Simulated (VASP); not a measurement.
Wanted: the native input for a VASP 6.6.1 run.

```yaml
Task: single point
Functional: r2SCAN
Potentials_or_basis: VASP PAW PBE potentials, release 64 (Ti_sv, O)
Cutoff: 520 eV
k_mesh: 6 × 6 × 8
Occupations: gaussian, width 0.02 eV
Spin: no spin polarisation
Hubbard_terms: Ti d U = 4.0 eV
Dipole_correction: no
Further_INCAR_settings: ALGO = Normal; EDIFF = 1e-06; NBANDS = 33
```

Crystal: TiO2.

```
CELL_PARAMETERS angstrom
4.59734 0.00000 0.00000
0.00000 4.59734 0.00000
0.00000 0.00000 2.99318
ATOMIC_POSITIONS crystal
Ti 0.50000 0.50000 0.00000
Ti 0.00000 0.00000 0.50000
O 0.69483 0.69483 0.50000
O 0.80517 0.19483 0.00000
O 0.19483 0.80517 0.00000
O 0.30517 0.30517 0.50000
```

The input as run:

POSCAR

```
TiO2
1.0
    4.5973352642      0.0000000000      0.0000000000
    0.0000000000      4.5973352642      0.0000000000
    0.0000000000      0.0000000000      2.9931755281
Ti O
2 4
Direct
    0.5000000000      0.5000000000      0.0000000000
    0.0000000000      0.0000000000      0.5000000000
    0.6948338994      0.6948338994      0.5000000000
    0.8051661006      0.1948338994      0.0000000000
    0.1948338994      0.8051661006      0.0000000000
    0.3051661006      0.3051661006      0.5000000000
```

INCAR.step1

```
SYSTEM = TiO2
ALGO = Normal
EDIFF = 1E-4
ENCUT = 520
GGA = PE
ISMEAR = 0
LASPH = .True.
LCHARG = .False.
LDAU = .True.
LDAUJ = 0 0
LDAUL = 2 -1
LDAUTYPE = 2
LDAUU = 4 0
LMAXMIX = 4
LREAL = .False.
LWAVE = .True.
NBANDS = 33
NELM = 150
PREC = Accurate
SIGMA = 0.02
```

INCAR.step2

```
SYSTEM = TiO2
ALGO = Normal
EDIFF = 1E-6
ENCUT = 520
ISIF = 2
ISMEAR = 0
ISTART = 1
LASPH = .True.
LCHARG = .False.
LDAU = .True.
LDAUJ = 0 0
LDAUL = 2 -1
LDAUPRINT = 1
LDAUTYPE = 2
LDAUU = 4 0
LMAXMIX = 4
LMIXTAU = .True.
LREAL = .False.
LWAVE = .False.
METAGGA = R2SCAN
NBANDS = 33
NELM = 150
PREC = Accurate
SIGMA = 0.02
```

KPOINTS

```
k-points
0
Gamma
  6 6 8
  0 0 0
```

Potentials or basis: VASP PAW PBE potentials, release 64 (Ti_sv, O).

Launch:

```bash
$ cat potpaw_PBE.64/Ti_sv/POTCAR potpaw_PBE.64/O/POTCAR > POTCAR
$ cp INCAR.step1 INCAR
$ mpirun -np 1 vasp_std > vasp.out
$ cp INCAR.step2 INCAR
$ mpirun -np 1 vasp_std > vasp.out
```

Results of the run:

```
Pressure               : 4.8 GPa
Largest force          : 0.146 eV/Å
Band gap on the k mesh : 2.78 eV
```

Caveat: the cell stands under pressure; the PAW data sets were made with another functional, which shifts forces and pressure a little.

Run time: 5.2 min on 1 thread of AMD EPYC 7R13 Processor (Zen 3), with other jobs on the host, peak memory 0.2 GiB.
